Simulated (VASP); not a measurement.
Input of a VASP 6.6.1 run:

File INCAR:

```
PREC     = Accurate       # precision mode
ENCUT    = 600            # plane-wave cutoff, eV
EDIFF    = 1E-7           # SCF threshold, eV
ISMEAR   = 0              # smearing method
SIGMA    = 0.1            # smearing width, eV
LREAL    = F              # projectors in reciprocal space
LASPH    = T              # aspherical terms in the spheres
NELM     = 100            # most SCF steps
ALGO     = Normal         # electronic algorithm
ISIF     = 3              # what is computed and relaxed
LWAVE    = F              # write WAVECAR
LCHARG   = F              # write CHGCAR
GGA      = PE             # functional
IBRION   = 2              # ionic algorithm
NSW      = 90             # ionic steps
EDIFFG   = -0.04          # ionic threshold
```

The input KPOINTS:

```
regular mesh
0
Gamma
  6 6 6
```

The input POSCAR:

```
Al2BP3
1.0
   -1.8005142900      1.8005142900      7.6389351900
    1.8005142900     -1.8005142900      7.6389351900
    1.8005142900      1.8005142900     -7.6389351900
Al B P
2 1 3
Direct
    0.8333333300      0.8333333300      0.0000000000
    0.1666666700      0.1666666700      0.0000000000
    0.5000000000      0.5000000000      0.0000000000
    0.5833333300      0.0833333300      0.5000000000
    0.2500000000      0.7500000000      0.5000000000
    0.9166666700      0.4166666700      0.5000000000
```

Potentials or basis: VASP PAW PBE potentials, release 64 (Al, B, P).

Launch:

```console
$ cat potpaw_PBE.64/Al/POTCAR potpaw_PBE.64/B/POTCAR potpaw_PBE.64/P/POTCAR > POTCAR
$ mpirun -np 1 vasp_std > vasp.out
```

Question: Estimate the band gap on the k mesh.

Answer: 0.89 eV, indirect (least direct gap 1.05 eV).

Question: Estimate the space group after relaxing (to 0.05 Å).

Answer: I-4m2 (No. 119).

Forces on the atoms (eV/Å):
```
Al   0.000  0.000 -0.011
Al   0.000  0.000  0.011
B    0.000  0.000  0.000
P    0.000  0.000  0.017
P    0.000  0.000  0.000
P    0.000  0.000 -0.017
```

A k mesh can miss the band edges.
